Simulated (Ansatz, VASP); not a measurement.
**Two plane-wave programs on Ta**

```
Ta
1.0
     3.30466    0.00000    0.00000
     0.00000    3.30466    0.00000
     0.00000    0.00000    3.43685
Ta
2
Direct
  0.00000 0.00000 0.00000
  0.50000 0.50000 0.50000
```

Change from the starting cell: strain along c alone, the other axes held, atoms relaxed: +4.0 %.

Alike in both runs: task single point; functional r2SCAN; k mesh 16 × 16 × 16; occupations gaussian, width 0.1 eV; no spin polarisation.

```csv
,VASP,Ansatz
version,VASP 6.6.1,Ansatz 0.2.0
potentials or method,"VASP PAW PBE potentials, release 64 (Ta_pv), cutoff 520 eV","scalar-relativistic, plane waves, PAW"
valence electrons in the cell,22,26
```

|  | VASP | Ansatz | Ansatz less VASP |
| --- | --- | --- | --- |
| gap on the k mesh at the Fermi level (eV) | none | none | - |
| pressure (GPa) | -6.6 | -7.1 | -0.52 |
| traceless stress, the component that is largest in VASP (GPa) | -2.38 | -2.39 | -0.014 |

VASP's potentials were made for PBE, not for r2SCAN. A gap of «none» marks a metal or a gap that the smearing closes. VASP's potentials hold 22 valence electrons a cell and Ansatz's 26, so a difference there can come from the potentials and not from the codes.

Neither program's run includes spin-orbit coupling.
